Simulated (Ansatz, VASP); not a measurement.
**SnGe5: VASP beside Ansatz**

```
Sn Ge
1.0
     6.29062    0.00000    0.00000
     0.00000    6.29062    0.00000
     0.00000    0.00000    3.39826
Sn Ge
1 5
Direct
  0.00000 0.00000 0.50000
  0.28688 0.28688 0.50000
  0.71312 0.71312 0.50000
  0.71312 0.28688 0.50000
  0.28688 0.71312 0.50000
  0.50000 0.50000 0.50000
```

Alike in both runs: task single point; functional PBE; k mesh 4 × 4 × 6; occupations gaussian, width 0.1 eV; no spin polarisation.

|  | VASP | Ansatz |
| --- | --- | --- |
| version | VASP 6.6.1 | Ansatz 0.2.0 |
| potentials or method | VASP PAW PBE potentials, release 64 (Sn_d, Ge_d), cutoff 520 eV | scalar-relativistic, plane waves, PAW |
| valence electrons in the cell | 84 | 84 |

```csv
,VASP,Ansatz,Ansatz less VASP
gap on the k mesh at the Fermi level (eV),none,none,-
rms of the force components (eV/Å),5.874,5.530,-0.3441
```

Atom by atom the forces differ by 0.344 eV/Å (rms over components). A gap of «none» marks a metal or a gap that the smearing closes.
